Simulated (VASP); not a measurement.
# TaN (Fm-3m) in VASP: notebook

TaN is run at these levels: PBEsol; tasks: vibrations by perturbation theory, density of states.

Program: VASP 6.6.1. These are calculated values, not measurements. Logs are shortened: lines on timing, memory, paths and dates and some standing lists are left out, and cuts for length are marked.

## (1) The cell of the first run

The structure is cubic, space group Fm-3m (No. 225). Conventional cell: a = 4.273 Å, b = 4.273 Å, c = 4.273 Å, α = 90.00°, β = 90.00°, γ = 90.00°. Ta (site symmetry m-3m) has 6 N at 2.14 Å within 2.8 Å. N (site symmetry m-3m) has 6 Ta at 2.14 Å within 2.8 Å.

## (2) Vibrations by perturbation theory, PBEsol

The input, INCAR:

```
SYSTEM = TaN
PREC = Accurate
ENCUT = 520
EDIFF = 1E-8
ISMEAR = -1
SIGMA = 0.15
LREAL = .FALSE.
LASPH = .TRUE.
NELM = 60
ALGO = Normal
ISIF = 2
LWAVE = .FALSE.
LCHARG = .FALSE.
GGA = PS
IBRION = 8
NSW = 1
```

The input, KPOINTS:

```
regular mesh
0
G
  16 16 16
  0 0 0
```

The input, POSCAR:

```
TaN
1.0
    0.0000000000      2.1365329390      2.1365329390
    2.1365329390      0.0000000000      2.1365329390
    2.1365329390      2.1365329390      0.0000000000
Ta N
1 1
Direct
    0.5000000000      0.5000000000      0.5000000000
    0.0000000000      0.0000000000      0.0000000000
```

Potentials or basis: VASP PAW PBE potentials, release 64 (Ta_pv, N).

Command:

```bash
> cat potpaw_PBE.64/Ta_pv/POTCAR potpaw_PBE.64/N/POTCAR > POTCAR
> mpirun -np 1 vasp_std > vasp.out
```

OUTCAR:

```text
SYSTEM = TaN
   PREC = Accurate
   ENCUT = 520
   EDIFF = 1E-8
   ISMEAR = -1
   LREAL = .FALSE.
   LASPH = .TRUE.
   NELM = 60
   ISIF = 2
   GGA = PS
   IBRION = 8
   NSW = 1

 ion  position               nearest neighbor table
   1  0.500  0.500  0.500-   2 2.14   2 2.14   2 2.14   2 2.14   2 2.14   2 2.14
   2  0.000  0.000  0.000-   1 2.14   1 2.14   1 2.14   1 2.14   1 2.14   1 2.14

  LATTYP: Found a face centered cubic cell.
 ALAT       =     4.2730658780

  Lattice vectors:

 A1 = (   0.0000000000,   2.1365329390,   2.1365329390)
 A2 = (   2.1365329390,   0.0000000000,   2.1365329390)
 A3 = (   2.1365329390,   2.1365329390,   0.0000000000)

Analysis of symmetry for initial positions (statically):
=====================================================================
 Subroutine PRICEL returns:
 Original cell was already a primitive cell.

 Routine SETGRP: Setting up the symmetry group for a
 face centered cubic supercell.

 Subroutine GETGRP returns: Found 48 space group operations
[... 9 lines left out ...]

 Routine SETGRP: Setting up the symmetry group for a
 face centered cubic supercell.

 Subroutine GETGRP returns: Found 48 space group operations
[... 11 lines left out ...]
                                     Primitive cell

  volume of cell :      19.5056

  direct lattice vectors                    reciprocal lattice vectors
     0.000000000  2.136532939  2.136532939    -0.234024007  0.234024007  0.234024007
     2.136532939  0.000000000  2.136532939     0.234024007 -0.234024007  0.234024007
     2.136532939  2.136532939  0.000000000     0.234024007  0.234024007 -0.234024007

  length of vectors
     3.021513859  3.021513859  3.021513859     0.405341471  0.405341471  0.405341471

  position of ions in fractional coordinates (direct lattice)
     0.500000000  0.500000000  0.500000000
     0.000000000  0.000000000  0.000000000

  ion indices of the primitive-cell ions
   primitive index   ion index
                 1           1
                 2           2

----------------------------------------------------------------------------------------

 KPOINTS: regular mesh

Automatic generation of k-mesh.
 Grid dimensions read from file:
 generate k-points for:   16   16   16

 Generating k-lattice:

  Cartesian coordinates                     Fractional coordinates (reciprocal lattice)
    -0.014626500  0.014626500  0.014626500     0.062500000  0.000000000  0.000000000
     0.014626500 -0.014626500  0.014626500     0.000000000  0.062500000  0.000000000
     0.014626500  0.014626500 -0.014626500     0.000000000  0.000000000  0.062500000

  Length of vectors
     0.025333842  0.025333842  0.025333842

  Shift w.r.t. Gamma in fractional coordinates (k-lattice)
     0.000000000  0.000000000  0.000000000

 Subroutine IBZKPT returns following result:
 ===========================================

 Found    145 irreducible k-points:

 Following reciprocal coordinates:
            Coordinates               Weight
  0.000000  0.000000  0.000000      1.000000
  0.062500  0.000000  0.000000      8.000000
  0.125000  0.000000  0.000000      8.000000
  0.187500  0.000000  0.000000      8.000000
  0.250000  0.000000  0.000000      8.000000
  0.312500  0.000000  0.000000      8.000000
[... 16 lines left out ...]
 -0.125000  0.062500  0.000000     24.000000
 -0.062500  0.062500  0.000000     12.000000
 [... further k-points ...]
   k-points           NKPTS =    145   k-points in BZ     NKDIM =    145   number of bands    NBANDS=     12
   number of dos      NEDOS =    301   number of ions     NIONS =      2
   total plane-waves  NPLWV =  13824
   dimension x,y,z NGX =    24 NGY =   24 NGZ =   24
   dimension x,y,z NGXF=    48 NGYF=   48 NGZF=   48
   ions per type =               1   1
   NGX,Y,Z   is equivalent  to a cutoff of  13.20, 13.20, 13.20 a.u.
   NGXF,Y,Z  is equivalent  to a cutoff of  26.41, 26.41, 26.41 a.u.
 SYSTEM =  TaN
   PREC   = accura    normal or accurate (medium, high low for compatibility)
   ISTART =      0    job   : 0-new  1-cont  2-samecut
   ICHARG =      2    charge: 1-file 2-atom 10-const
   ISPIN  =      1    spin polarized calculation?
   LNONCOLLINEAR =      F non collinear calculations
   LSORBIT =      F    spin-orbit coupling
   LASPH  =      T    aspherical Exc in radial PAW
   ENCUT  =  520.0 eV  38.22 Ry    6.18 a.u.   5.62  5.62  5.62*2*pi/ulx,y,z
   NELM   =     60;   NELMIN=  2; NELMDL= -5     # of ELM steps
   EDIFF  = 0.1E-07   stopping-criterion for ELM
   LREAL  =      F    real-space projection
   EDIFFG = 0.1E-06   stopping-criterion for IOM
   NSW    =      1    number of steps for IOM
   IBRION =      8    ionic relax: 0-MD 1-quasi-New 2-CG
   NFREE  =      0    steps in history (QN), initial steepest desc. (CG)
   ISIF   =      2    stress and relaxation
   ISYM   =      2    0-nonsym 1-usesym 2-fastsym
   POTIM  = 0.5000    time-step for ionic-motion
   TEBEG  =    0.0;   TEEND  =   0.0 temperature during run
   PSTRESS=    0.0 pullay stress
   NELECT =      16.0000    total number of electrons
   NUPDOWN=      -1.0000    fix difference up-down
   EMIN   =  10.00;   EMAX   =-10.00  energy-range for DOS
   EFERMI =   0.00;   METHOD = LEGACY
   ISMEAR =    -1;   SIGMA  =   0.15  broadening in eV -4-tet -1-fermi 0-gaus
   EFERMI_NEDOS =   21; number of points for ismear=-14 and -15
   IALGO  =     38    algorithm
   IMIX   =      4    mixing-type and parameters
     AMIX     =   0.40;   BMIX     =  1.00
     AMIX_MAG =   1.60;   BMIX_MAG =  1.00
  volume/ion in A,a.u.               =       9.75        65.82
  Fermi-wavevector in a.u.,A,eV,Ry     =   1.532481  2.895970 31.953275  2.348499
  Thomas-Fermi vector in A             =   2.639681
   LORBIT       =      0    0 simple, 1 ext, 2 COOP (PROOUT), +10 PAW based schemes
   GGA     = PS    functional components
   LHFCALC =     F    Hartree Fock is set to
   AEXX    =    0.0000 exact exchange contribution
   IVDW    =     0    specifies the selected vdW correction
   LEPSILON=     F    determine dielectric tensor
   LRPA    =     F    only Hartree local field effects (RPA)
 non-spin polarized calculation
  energy-cutoff  :      520.00
  volume of cell :       19.51
 maximum number of plane-waves:       544
   NGX = 11   NGY = 11   NGZ = 11

--------------------------------------- Ionic step        1  -------------------------------------------

 number of electron      15.9999997 magnetization

 Free energy of the ion-electron system (eV)
  ---------------------------------------------------
  ext. energy  EPLUGINS =         0.00000000
  ---------------------------------------------------
  free energy    TOTEN  =       -23.10123965 eV

  energy without entropy =      -23.04555623  energy(sigma->0) =      -23.07339794

 E-fermi :  10.3713     XC(G=0): -14.0700

 val. band max:       10.3705348875   @ k =  -0.3125   0.3125   0.1250
 cond. band min:      10.3792214517   @ k =  -0.4375   0.1875   0.0000
 fundamental gap:      0.0086865642
 Fermi energy:        10.3713066450

 k-point     1 :       0.0000    0.0000    0.0000
  band No.  band energies     occupation
      1     -25.1522      2.00000
      2     -25.1522      2.00000
      3     -25.1522      2.00000
      4      -9.1483      2.00000
      5       6.3388      2.00000
      6       6.3388      2.00000
      7       6.3388      2.00000
      8       7.9950      2.00000
      9       7.9950      2.00000
     10       7.9950      2.00000
     11      10.4255      0.82122
     12      10.4255      0.82121
[... 331 lines left out ...]
 k-point    24 :      -0.0625    0.0625    0.0000
  band No.  band energies     occupation
      1     -25.2719      2.00000
      2     -25.1828      2.00000
      3     -25.1545      2.00000
      4      -8.8488      2.00000
      5       5.0360      2.00000
      6       5.3233      2.00000
      7       5.7074      2.00000
      8       8.1889      2.00000
      9       8.4587      1.99999
     10       8.8000      1.99994
     11      10.9481      0.04188
     12      11.8812      0.00008

 [... further k-points ...]
[... 5 lines left out ...]
  --------------------------------------------------------------------------------------
  -------------------------------------------------------------------------------------
  Total        3.8302444      3.8302444      3.8302444      0.0000000     -0.0000000      0.0000000
  in kB      314.6141843    314.6141843    314.6141843      0.0000000     -0.0000000      0.0000000
  external PRESSURE =     314.6141843 kB  Pullay stress =       0.0000000 kB

 VOLUME and BASIS-vectors are now :
 -----------------------------------------------------------------------------
  energy-cutoff  :      520.00
  volume of cell :       19.51
      direct lattice vectors                 reciprocal lattice vectors
     0.000000000  2.136532939  2.136532939    -0.234024007  0.234024007  0.234024007
     2.136532939  0.000000000  2.136532939     0.234024007 -0.234024007  0.234024007
     2.136532939  2.136532939  0.000000000     0.234024007  0.234024007 -0.234024007

 POSITION                                       TOTAL-FORCE (eV/Angst)
 -----------------------------------------------------------------------------------
      2.13653      2.13653      2.13653        -0.000000     -0.000000      0.000000
      0.00000      0.00000      0.00000         0.000000      0.000000     -0.000000
 -----------------------------------------------------------------------------------
    total drift:                                0.000000     -0.000000     -0.000000

  FREE ENERGIE OF THE ION-ELECTRON SYSTEM (eV)
  ---------------------------------------------------
  free  energy   TOTEN  =       -23.1012396456 eV

  energy  without entropy=      -23.0455562267  energy(sigma->0) =      -23.07339794

[... ionic steps 2 to 3 ...]

--------------------------------------- Ionic step        4  -------------------------------------------

------------------------ aborting loop because EDIFF is reached ----------------------------------------

[... ionic steps 5 to 6 ...]

--------------------------------------- Ionic step        7  -------------------------------------------

 Free energy of the ion-electron system (eV)
  ---------------------------------------------------
  ---------------------------------------------------
  free energy    TOTEN  =        -0.23525166 eV

  energy without entropy =       -0.23525166

------------------------ aborting loop because EDIFF is reached ----------------------------------------

 INTERNAL STRAIN TENSOR  FOR ION    2  DIRECTION 1   (eV/Angst):
 -----------------------------------------------------------------------------
     0.05227  0.00000 -0.00000
    -0.00000 -0.02470 -0.00000
     0.00000 -0.00000 -0.02470

 INTERNAL STRAIN TENSOR FOR ION    2 for displacements in x,y,z  (eV/Angst):
          X           Y           Z          XY          YZ          ZX
  --------------------------------------------------------------------------------
  x     0.00000     0.00000     0.00000     0.00000     0.00000     0.00000
  y     0.00000     0.00000     0.00000     0.00000     0.00000     0.00000
  z     0.00000     0.00000     0.00000     0.00000     0.00000     0.00000

 SECOND DERIVATIVES (NOT SYMMETRIZED)
 ------------------------------------
               1X          1Y          1Z          2X          2Y          2Z
  1X   -12.171284    0.000000    0.000000   12.171284    0.000000    0.000000
  1Y     0.000000  -12.171284    0.000000    0.000000   12.171284    0.000000
  1Z     0.000000    0.000000  -12.171284    0.000000    0.000000   12.171284
  2X    12.166103    0.000000    0.000000  -12.166103    0.000000    0.000000
  2Y     0.000000   12.166103    0.000000    0.000000  -12.166103    0.000000
  2Z     0.000000    0.000000   12.166103    0.000000    0.000000  -12.166103

 Eigenvectors and eigenvalues of the dynamical matrix
 ----------------------------------------------------

   1 f  =   15.126456 THz    95.042327 2PiTHz  504.564264 cm-1    62.557968 meV
             X         Y         Z           dx          dy          dz
      2.136533  2.136533  2.136533     0.000000    0.268043    0.000000
      0.000000  0.000000  0.000000     0.000000   -0.963407    0.000000

   2 f  =   15.126456 THz    95.042327 2PiTHz  504.564264 cm-1    62.557968 meV
             X         Y         Z           dx          dy          dz
      2.136533  2.136533  2.136533    -0.268043    0.000000    0.000000
      0.000000  0.000000  0.000000     0.963407    0.000000    0.000000

   3 f  =   15.126456 THz    95.042327 2PiTHz  504.564264 cm-1    62.557968 meV
             X         Y         Z           dx          dy          dz
      2.136533  2.136533  2.136533     0.000000    0.000000   -0.268043
      0.000000  0.000000  0.000000     0.000000    0.000000    0.963407

   4 f/i=    0.000832 THz     0.005225 2PiTHz    0.027739 cm-1     0.003439 meV
             X         Y         Z           dx          dy          dz
      2.136533  2.136533  2.136533     0.963407    0.000000    0.000000
      0.000000  0.000000  0.000000     0.268043    0.000000    0.000000

   5 f/i=    0.000832 THz     0.005225 2PiTHz    0.027739 cm-1     0.003439 meV
             X         Y         Z           dx          dy          dz
      2.136533  2.136533  2.136533     0.000000    0.000000    0.963407
      0.000000  0.000000  0.000000     0.000000    0.000000    0.268043

   6 f/i=    0.000832 THz     0.005225 2PiTHz    0.027739 cm-1     0.003439 meV
             X         Y         Z           dx          dy          dz
      2.136533  2.136533  2.136533     0.000000   -0.963407    0.000000
      0.000000  0.000000  0.000000     0.000000   -0.268043    0.000000

--------------------------------------------------------------------------------------------------------

 ELASTIC MODULI CONTR FROM IONIC RELAXATION (kBar)
 Direction    XX          YY          ZZ          XY          YZ          ZX
 --------------------------------------------------------------------------------
 XX           0.0000      0.0000      0.0000      0.0000      0.0000      0.0000
 YY           0.0000      0.0000      0.0000      0.0000      0.0000      0.0000
 ZZ           0.0000      0.0000      0.0000      0.0000      0.0000      0.0000
 XY           0.0000      0.0000      0.0000      0.0000      0.0000      0.0000
 YZ           0.0000      0.0000      0.0000      0.0000      0.0000      0.0000
 ZX           0.0000      0.0000      0.0000      0.0000      0.0000      0.0000
 --------------------------------------------------------------------------------
```

Run time: 1.8 min. Hardware: 1 thread of Intel Xeon Platinum 8559C (Emerald Rapids), shared host; peak memory 0.34 GiB.

What came out:

```
Highest phonon frequency at Γ, LO-TO splitting left out : 505 cm⁻¹
```

Phonon frequencies in cm⁻¹ (negative: imaginary):
| q point | frequencies |
| --- | --- |
| (0.000, 0.000, 0.000) | 0 0 0 505 505 505 |

Caveat: the cell wasn't relaxed at this level first, which shifts response properties; the PAW data sets were made with another functional, which shifts forces and pressure a little; spin-orbit coupling is left out, which moves the levels of the heavy elements.

[end of part 1 of 2]
